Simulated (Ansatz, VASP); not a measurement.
# Sn3SeS2: VASP beside Ansatz

```xyz
6
Lattice="4.1874 0.0000 0.0000 -2.0937 3.6264 0.0000 0.0000 0.0000 10.2267" Properties=species:S:1:pos:R:3 pbc="T T T"
Sn    0.0000    0.0000    0.0000
Sn    0.0000    2.4176    6.9107
Sn    2.0937    1.2088    3.3160
Se    0.0000    0.0000    5.1133
S     2.0937    1.2088    8.5705
S     0.0000    2.4176    1.6562
```

Alike in both runs: functional PBE; k mesh 6 × 6 × 2; occupations gaussian, width 0.1 eV; no spin polarisation.

Ansatz relaxed the structure, and its values are those at the end. VASP's run is a single point on that final structure, the one shown.

```csv
,VASP,Ansatz
version,VASP 6.6.1,Ansatz 0.2.0
potentials or method,"VASP PAW PBE potentials, release 64 (Sn_d, Se, S), cutoff 520 eV","scalar-relativistic, plane waves, PAW"
valence electrons in the cell,60,70
```

```tsv
	VASP	Ansatz	Ansatz less VASP
gap on the k mesh at the Fermi level (eV)	0.50	0.50	+0.001
least direct gap on the mesh (eV)	0.51	0.51	+0.001
pressure (GPa)	-0.3	-0.2	+0.03
```

The functional is the same, so the differences come from potentials, cutoffs and numerics. VASP's potentials hold 60 valence electrons a cell and Ansatz's 70, so a difference there can come from the potentials and not from the codes.
